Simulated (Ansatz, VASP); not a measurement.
# AgCl: VASP beside Ansatz

The input INCAR:

```
PREC = Accurate
ENCUT = 520
EDIFF = 1E-6
ISMEAR = 0
SIGMA = 0.05
LREAL = F
LASPH = T
NELM = 60
ALGO = Normal
ISIF = 2
LWAVE = F
LCHARG = F
NBANDS = 16
```

File KPOINTS:

```
Automatic mesh
0
Gamma
  8 8 8
```

Contents of POSCAR:

```
AgCl
1.0
    0.0000000000      2.7731500000      2.7731500000
    2.7731500000      0.0000000000      2.7731500000
    2.7731500000      2.7731500000      0.0000000000
Ag Cl
1 1
Direct
    0.5180300380      0.5180300380      0.4819699620
    0.0000000000      0.0000000000      0.0000000000
```

Input for Ansatz:

```yaml
crystal:
  lattice:
    - [0.0, 2.77315, 2.77315]
    - [2.77315, 0.0, 2.77315]
    - [2.77315, 2.77315, 0.0]
  atoms:
    - { symbol: Ag, position: [0.518030038, 0.518030038, 0.481969962] }
    - { symbol: Cl, position: [0.0, 0.0, 0.0] }
basis:
  ecutwfc: 420
kpoints:
  mp_grid: { grid: [8, 8, 8] }
hamiltonian:
  xc: lda
scf:
  occupations: { method: gaussian, width: 0.05 }
output:
  forces: true
  stress: true
  eigenvalues: true
```

Change from the starting cell: all Ag atoms moved -0.100 Å, as atom 1 towards its neighbour atom 2 (Cl) at 2.773 Å.

Alike in both runs: task single point; functional LDA; k mesh 8 × 8 × 8; occupations gaussian, width 0.05 eV; no spin polarisation.

```csv
,VASP,Ansatz
version,VASP 6.6.1,Ansatz 0.2.0
potentials or method,"VASP PAW LDA potentials, release 64 (Ag, Cl), cutoff 520 eV","scalar-relativistic, plane waves, PAW"
valence electrons in the cell,18,26
```

|  | VASP | Ansatz | Ansatz less VASP |
| --- | --- | --- | --- |
| gap on the k mesh at the Fermi level (eV) | 0.66 | 0.63 | -0.027 |
| least direct gap on the mesh (eV) | 2.65 | 2.62 | -0.029 |
| pressure (GPa) | -5.4 | -5.4 | 0.00 |
| traceless stress, the component that is largest in VASP (GPa) | 0.28 | 0.27 | -0.003 |
| rms of the force components (eV/Å) | 0.038 | 0.037 | -0.0010 |

LDA's correlation is that of Perdew and Zunger in VASP and of Perdew and Wang (1992) in Ansatz. Atom by atom the forces differ by 0.001 eV/Å (rms over components). VASP's potentials hold 18 valence electrons a cell and Ansatz's 26, so a difference there can come from the potentials and not from the codes.
